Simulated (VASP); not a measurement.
Input of a VASP 6.6.1 run:

INCAR

```
PREC = Accurate
ENCUT = 520
EDIFF = 1E-6
ISMEAR = -1
SIGMA = 0.6
LREAL = False
LASPH = True
NELM = 80
ALGO = Normal
ISIF = 2
LWAVE = False
LCHARG = False
GGA = PE
NBANDS = 10
```

The input KPOINTS:

```
Automatic mesh
0
Gamma
  7 7 7
```

POSCAR

```
Cs
1.0
   -3.0771709509      3.0771709509      3.0771709509
    3.0771709509     -3.0771709509      3.0771709509
    3.0771709509      3.0771709509     -3.0771709509
Cs
1
Direct
    0.0000000000      0.0000000000      0.0000000000
```

Potentials or basis: VASP PAW PBE potentials, release 64 (Cs_sv).

Run with:

```console
$ cat potpaw_PBE.64/Cs_sv/POTCAR > POTCAR
$ mpirun -np 1 vasp_std > vasp.out
```

Task: Predict the pressure.

Result: 0.1 GPa.
